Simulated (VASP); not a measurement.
Runs of VASP 6.6.1 on GaN. The structure is that of space group F-43m (No. 216), or close to it. The cells are those of the table. 

| task | level | spin | cell | k mesh | grid for exact exchange (PRECFOCK) | share of exact exchange | screening parameter | gap on the mesh (eV) | pressure (GPa) | moment (μB) |
| --- | --- | --- | --- | --- | --- | --- | --- | --- | --- | --- |
| single point | r2SCAN | non-collinear, zero start, SOC | a = 3.149 Å, angles 60.0°, 2 atoms | 10 × 10 × 10 | - | - | - | - | 7.5 | 0.00 |
| dielectric tensor | r2SCAN | off | a = 3.244 Å, angles 60.0°, 2 atoms | 8 × 8 × 8 | - | - | - | 1.76 | - | - |
| single point | r2SCAN | non-collinear, zero start, SOC | a = 3.117 Å, angles 60.0°, 2 atoms | 10 × 10 × 10 | - | - | - | - | 14.9 | 0.00 |
| single point | HSE06 | off | a = 3.276 Å, angles 60.0°, 2 atoms | 6 × 6 × 6 | Normal | 0.25 | 0.2079 1/Å | 2.36 | -14.5 | - |
| dielectric tensor | r2SCAN | off | a = 3.212 Å, angles 60.0°, 2 atoms | 8 × 8 × 8 | - | - | - | 1.96 | - | - |
| dielectric tensor | r2SCAN | off | a = 3.308 Å, angles 60.0°, 2 atoms | 8 × 8 × 8 | - | - | - | (a) | - | - |
| single point | HSE06 | off | a = 3.212 Å, angles 60.0°, 2 atoms | 6 × 6 × 6 | Normal | 0.25 | 0.2079 1/Å | 2.80 | -5.6 | - |
| dielectric tensor | r2SCAN | off | a = 3.276 Å, angles 60.0°, 2 atoms | 8 × 8 × 8 | - | - | - | 1.57 | - | - |
| single point | HSE06 | off | a = 3.149 Å, angles 60.0°, 2 atoms | 6 × 6 × 6 | Normal | 0.25 | 0.2079 1/Å | 3.25 | (b) | - |
| single point | HSE06 | off | a = 3.244 Å, angles 60.0°, 2 atoms | 6 × 6 × 6 | Normal | 0.25 | 0.2079 1/Å | 2.58 | -10.4 | - |

Alike in all rows: potentials or basis VASP PAW PBE potentials, release 64 (Ga_d, N); cutoff (eV) 520; smearing gaussian 0.01 eV.

Q: Fill in the values left out.

A: (a) 1.38; (b) 6.2.

Caveats: the structure was generated, so it needn't be the stable form of GaN; the PAW data sets were made with another functional, which shifts forces and pressure a little; the cell stands under pressure (at least some runs); the cell stands under tension (at least some runs).

A k mesh can miss the band edges, and rows without SOC leave out spin-orbit coupling on Ga.
